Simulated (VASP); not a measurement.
CdF2: single point with PBEsol

The system is CdF2.

```xyz
3
Lattice="0.0000 2.7479 2.6940 2.6401 0.0000 2.6940 2.6401 2.7479 0.0000" Properties=species:S:1:pos:R:3 pbc="T T T"
Cd    0.0000    0.0000    0.0000
F     1.3201    1.3739    1.3470
F     3.9602    4.1218    4.0410
```

This cell differs from its parent crystal: strain -0.0200 x Voigt [1, -1, 0, 0, 0, 0].

| Item | Value |
| --- | --- |
| Program | VASP 6.6.1 |
| Task | single point |
| Functional | PBEsol |
| Potentials or basis | VASP PAW PBE potentials, release 64 (Cd, F) |
| Cutoff | 520 eV |
| k mesh | 8 × 8 × 8 |
| Occupations | gaussian, width 0.05 eV |
| Spin | no spin polarisation |

- Pressure: 0.6 GPa
- Band gap on the k mesh: 2.86 eV, indirect (least direct gap 3.33 eV)

Stress tensor (GPa, compression positive):
```
 2.77  0.00  0.00
 0.00 -1.61  0.00
 0.00  0.00  0.53
```

Levels at points of the mesh, in eV from the valence-band top:
```csv
k point,band 10,band 11,band 12,band 13,band 14,band 15,band 16,band 17
"(0.00, 0.00, 0.00)",-0.85,-0.59,-0.52,-0.47,2.86,12.42,12.47,12.53
"(0.50, 0.00, 0.00)",-1.95,-1.86,-0.43,-0.42,7.02,8.92,14.16,14.42
"(0.50, 0.50, 0.00)",-2.98,-0.54,-0.18,-0.05,7.85,9.41,11.65,13.84
"(0.50, 0.00, 0.50)",-2.98,-0.65,-0.13,-0.05,7.86,9.48,11.66,14.06
"(0.00, 0.50, 0.50)",-3.05,-0.42,-0.18,-0.11,7.79,9.38,11.68,13.86
```

Run time: 29 s on 1 thread of Intel(R) Xeon(R) 6975P-C (Granite Rapids), with other jobs on the host, peak memory 0.2 GiB.

Caveat: the cell differs from its parent crystal (strain -0.0200 x Voigt [1, -1, 0, 0, 0, 0]); the PAW data sets were made with another functional, which shifts forces and pressure a little. A k mesh can miss the band edges.
